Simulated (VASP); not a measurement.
# CdS (F-43m) in VASP: a series of runs, part 2 of 2

VASP 6.6.1. The steps go on from the part before.

### 4 Single point, revPBE+D4 (volume scaled by 0.98)

Input file INCAR:

```
PREC = Accurate
ENCUT = 520
EDIFF = 1E-6
ISMEAR = 0
SIGMA = 0.05
LREAL = False
LASPH = True
NELM = 60
ALGO = Normal
ISIF = 2
LWAVE = False
LCHARG = False
GGA = RE
IVDW = 13
NBANDS = 16
```

Input file KPOINTS:

```
Automatic mesh
0
Gamma
  8 8 8
```

Input file POSCAR:

```
CdS
1.0
    0.0000000000      2.9033473200      2.9033473200
    2.9033473200      0.0000000000      2.9033473200
    2.9033473200      2.9033473200      0.0000000000
Cd S
1 1
Direct
    0.0000000000      0.0000000000      0.0000000000
    0.7500000000      0.7500000000      0.7500000000
```

Potentials or basis: VASP PAW PBE potentials, release 64 (Cd, S).

Command:

```sh
$ cat potpaw_PBE.64/Cd/POTCAR potpaw_PBE.64/S/POTCAR > POTCAR
$ mpirun -np 1 vasp_std > vasp.out
```

OUTCAR:

```text
PREC = Accurate
   ENCUT = 520
   EDIFF = 1E-6
   ISMEAR = 0
   LREAL = False
   LASPH = True
   NELM = 60
   ISIF = 2
   GGA = RE
   IVDW = 13

 ion  position               nearest neighbor table
   1  0.000  0.000  0.000-   2 2.51   2 2.51   2 2.51   2 2.51
   2  0.750  0.750  0.750-   1 2.51   1 2.51   1 2.51   1 2.51

  LATTYP: Found a face centered cubic cell.
 ALAT       =     5.8066946400

  Lattice vectors:

 A1 = (   0.0000000000,   2.9033473200,   2.9033473200)
 A2 = (   2.9033473200,   0.0000000000,   2.9033473200)
 A3 = (   2.9033473200,   2.9033473200,   0.0000000000)

Analysis of symmetry for initial positions (statically):
=====================================================================
 Subroutine PRICEL returns:
 Original cell was already a primitive cell.

 Routine SETGRP: Setting up the symmetry group for a
 face centered cubic supercell.

 Subroutine GETGRP returns: Found 24 space group operations
 (whereof 24 operations were pure point group operations)
 out of a pool of 48 trial point group operations.

The static configuration has the point symmetry T_d .

Analysis of symmetry for dynamics (positions and initial velocities):
=====================================================================
 Subroutine PRICEL returns:
 Original cell was already a primitive cell.

 Routine SETGRP: Setting up the symmetry group for a
 face centered cubic supercell.

 Subroutine GETGRP returns: Found 24 space group operations
 (whereof 24 operations were pure point group operations)
 out of a pool of 48 trial point group operations.

The dynamic configuration has the point symmetry T_d .

 Subroutine INISYM returns: Found 24 space group operations
 (whereof 24 operations are pure point group operations),
 and found     1 'primitive' translations

----------------------------------------------------------------------------------------

                                     Primitive cell

  volume of cell :      48.9471

  direct lattice vectors                    reciprocal lattice vectors
     0.000000000  2.903347320  2.903347320    -0.172215014  0.172215014  0.172215014
     2.903347320  0.000000000  2.903347320     0.172215014 -0.172215014  0.172215014
     2.903347320  2.903347320  0.000000000     0.172215014  0.172215014 -0.172215014

  length of vectors
     4.105953156  4.105953156  4.105953156     0.298285154  0.298285154  0.298285154

  position of ions in fractional coordinates (direct lattice)
     0.000000000  0.000000000  0.000000000
     0.750000000  0.750000000  0.750000000

  ion indices of the primitive-cell ions
   primitive index   ion index
                 1           1
                 2           2

----------------------------------------------------------------------------------------

 KPOINTS: Automatic mesh

Automatic generation of k-mesh.
 Grid dimensions read from file:
 generate k-points for:    8    8    8

 Generating k-lattice:

  Cartesian coordinates                     Fractional coordinates (reciprocal lattice)
    -0.021526877  0.021526877  0.021526877     0.125000000  0.000000000  0.000000000
     0.021526877 -0.021526877  0.021526877     0.000000000  0.125000000  0.000000000
     0.021526877  0.021526877 -0.021526877     0.000000000  0.000000000  0.125000000

  Length of vectors
     0.037285644  0.037285644  0.037285644

  Shift w.r.t. Gamma in fractional coordinates (k-lattice)
     0.000000000  0.000000000  0.000000000

 Subroutine IBZKPT returns following result:
 ===========================================

 Found     29 irreducible k-points:

 Following reciprocal coordinates:
            Coordinates               Weight
  0.000000  0.000000  0.000000      1.000000
  0.125000  0.000000  0.000000      8.000000
  0.250000  0.000000  0.000000      8.000000
  0.375000  0.000000  0.000000      8.000000
  0.500000  0.000000  0.000000      4.000000
  0.125000  0.125000  0.000000      6.000000
[... 16 lines left out ...]
  0.500000  0.250000  0.125000     48.000000
 -0.375000  0.250000  0.125000     24.000000
 [... further k-points ...]
   k-points           NKPTS =     29   k-points in BZ     NKDIM =     29   number of bands    NBANDS=     16
   number of dos      NEDOS =    301   number of ions     NIONS =      2
   total plane-waves  NPLWV =  32768
   dimension x,y,z NGX =    32 NGY =   32 NGZ =   32
   dimension x,y,z NGXF=    64 NGYF=   64 NGZF=   64
   ions per type =               1   1
   NGX,Y,Z   is equivalent  to a cutoff of  12.96, 12.96, 12.96 a.u.
   NGXF,Y,Z  is equivalent  to a cutoff of  25.91, 25.91, 25.91 a.u.
 SYSTEM =  unknown system
   PREC   = accura    normal or accurate (medium, high low for compatibility)
   ISTART =      0    job   : 0-new  1-cont  2-samecut
   ICHARG =      2    charge: 1-file 2-atom 10-const
   ISPIN  =      1    spin polarized calculation?
   LNONCOLLINEAR =      F non collinear calculations
   LSORBIT =      F    spin-orbit coupling
   LASPH  =      T    aspherical Exc in radial PAW
   ENCUT  =  520.0 eV  38.22 Ry    6.18 a.u.   7.63  7.63  7.63*2*pi/ulx,y,z
   NELM   =     60;   NELMIN=  2; NELMDL= -5     # of ELM steps
   EDIFF  = 0.1E-05   stopping-criterion for ELM
   LREAL  =      F    real-space projection
   EDIFFG = 0.1E-04   stopping-criterion for IOM
   NSW    =      0    number of steps for IOM
   IBRION =     -1    ionic relax: 0-MD 1-quasi-New 2-CG
   NFREE  =      0    steps in history (QN), initial steepest desc. (CG)
   ISIF   =      2    stress and relaxation
   ISYM   =      2    0-nonsym 1-usesym 2-fastsym
   POTIM  = 0.5000    time-step for ionic-motion
   TEBEG  =    0.0;   TEEND  =   0.0 temperature during run
   PSTRESS=    0.0 pullay stress
   NELECT =      18.0000    total number of electrons
   NUPDOWN=      -1.0000    fix difference up-down
   EMIN   =  10.00;   EMAX   =-10.00  energy-range for DOS
   EFERMI =   0.00;   METHOD = LEGACY
   ISMEAR =     0;   SIGMA  =   0.05  broadening in eV -4-tet -1-fermi 0-gaus
   EFERMI_NEDOS =   21; number of points for ismear=-14 and -15
   IALGO  =     38    algorithm
   IMIX   =      4    mixing-type and parameters
     AMIX     =   0.40;   BMIX     =  1.00
     AMIX_MAG =   1.60;   BMIX_MAG =  1.00
  volume/ion in A,a.u.               =      24.47       165.16
  Fermi-wavevector in a.u.,A,eV,Ry     =   1.172888  2.216438 18.717087  1.375667
  Thomas-Fermi vector in A             =   2.309310
   LORBIT       =      0    0 simple, 1 ext, 2 COOP (PROOUT), +10 PAW based schemes
   GGA     = RE    functional components
   LHFCALC =     F    Hartree Fock is set to
   AEXX    =    0.0000 exact exchange contribution
   IVDW    =    13    specifies the selected vdW correction
   LEPSILON=     F    determine dielectric tensor
   LRPA    =     F    only Hartree local field effects (RPA)
 non-spin polarized calculation
 Gauss-broadening in eV      SIGMA  =   0.05
  energy-cutoff  :      520.00
  volume of cell :       48.95
 maximum number of plane-waves:      1363
   NGX = 15   NGY = 15   NGZ = 15

 number of electron      18.0000002 magnetization

 Free energy of the ion-electron system (eV)
  ---------------------------------------------------
  ext. energy  EPLUGINS =         0.00000000
  ---------------------------------------------------
  free energy    TOTEN  =        -5.50993704 eV

  energy without entropy =       -5.50993704  energy(sigma->0) =       -5.50993704

 E-fermi :   1.7213     XC(G=0):  -9.0324

 val. band max:        1.5189117202   @ k =   0.0000   0.0000   0.0000
 cond. band min:       2.8341283806   @ k =   0.0000   0.0000   0.0000
 fundamental gap:      1.3152166603
 Fermi energy:         1.7213229932

 k-point     1 :       0.0000    0.0000    0.0000
  band No.  band energies     occupation
      1     -10.9174      2.00000
      2      -6.2586      2.00000
      3      -6.2586      2.00000
      4      -6.2586      2.00000
      5      -5.7620      2.00000
      6      -5.7620      2.00000
[... 8 lines left out ...]
     15      13.0146      0.00000
     16      13.2419      0.00000
[... 419 lines left out ...]
 k-point    24 :      -0.3750    0.2500    0.1250
  band No.  band energies     occupation
      1     -10.4213      2.00000
      2      -6.0884      2.00000
      3      -6.0498      2.00000
      4      -5.7877      2.00000
      5      -5.7340      2.00000
      6      -5.2496      2.00000
[... 8 lines left out ...]
     15      13.9376      0.00000
     16      14.7550      0.00000

 [... further k-points ...]

------------------------ aborting loop because EDIFF is reached ----------------------------------------

  DFT-D4 for vdW energy calculation

  Edisp (eV):   -1.10740

  FORCE on cell =-STRESS in cart. coord.  units (eV):
  Direction    XX          YY          ZZ          XY          YZ          ZX
  --------------------------------------------------------------------------------------
  -------------------------------------------------------------------------------------
  Total       0.48587     0.48587     0.48587    -0.00000     0.00000    -0.00000
  in kB      15.90382    15.90382    15.90382    -0.00000     0.00000    -0.00000
  external pressure =       15.90 kB  Pullay stress =        0.00 kB

 VOLUME and BASIS-vectors are now :
 -----------------------------------------------------------------------------
  energy-cutoff  :      520.00
  volume of cell :       48.95
      direct lattice vectors                 reciprocal lattice vectors
     0.000000000  2.903347320  2.903347320    -0.172215014  0.172215014  0.172215014
     2.903347320  0.000000000  2.903347320     0.172215014 -0.172215014  0.172215014
     2.903347320  2.903347320  0.000000000     0.172215014  0.172215014 -0.172215014

 POSITION                                       TOTAL-FORCE (eV/Angst)
 -----------------------------------------------------------------------------------
      0.00000      0.00000      0.00000        -0.000000     -0.000000     -0.000000
      4.35502      4.35502      4.35502         0.000000      0.000000      0.000000
 -----------------------------------------------------------------------------------
    total drift:                                0.000000      0.000000      0.000000

  FREE ENERGIE OF THE ION-ELECTRON SYSTEM (eV)
  ---------------------------------------------------
  free  energy   TOTEN  =        -6.6173397619 eV

  energy  without entropy=       -6.6173397619  energy(sigma->0) =       -6.61733976
```

stdout:

```text
POSCAR found type information on POSCAR CdS
 POSCAR found :  2 types and       2 ions
 scaLAPACK will be used
 -----------------------------------------------------------------------------
|                                                                             |
|                                                                             |
|     You enforced a specific xc type in the INCAR file but a different       |
|     I HOPE YOU KNOW WHAT YOU ARE DOING!                                     |
|                                                                             |
 -----------------------------------------------------------------------------

 LDA part: xc-table for (Slater+PW92), standard interpolation
 POSCAR, INCAR and KPOINTS ok, starting setup
 FFT: planning ... GRIDC
 FFT: planning ... GRID_SOFT
 FFT: planning ... GRID
 WAVECAR not read
 entering main loop
```

Wall time 18 s (1 thread of Intel Xeon Platinum 8259CL at 2.50GHz (Skylake/Cascade Lake), shared host); peak memory 0.18 GiB.

Results:

```
Free energy                : -6.6173 eV
Pressure                   : 1.6 GPa
Band gap on the k mesh     : 1.32 eV, direct
Dispersion energy per atom : -0.554 eV
```

Caveat: the PAW data sets were made with another functional, which shifts forces and pressure a little.

### 5 Summary

| cell | gap on the mesh (eV) | pressure (GPa) |
| --- | --- | --- |
| a = 4.115 Å, angles 60.0°, 2 atoms | 1.30 | 1.2 |
| a = 4.123 Å, angles 60.0°, 2 atoms | 1.29 | 0.8 |
| a = 4.106 Å, angles 60.0°, 2 atoms | 1.32 | 1.6 |

Alike in all rows: task single point; level revPBE+D4; potentials or basis VASP PAW PBE potentials, release 64 (Cd, S); no spin polarisation; k mesh 8 × 8 × 8; cutoff (eV) 520; smearing gaussian 0.05 eV.

Caveats: the PAW data sets were made with another functional, which shifts forces and pressure a little.

Total energies depend on the potentials used, so only differences within one code and one set of settings carry meaning.
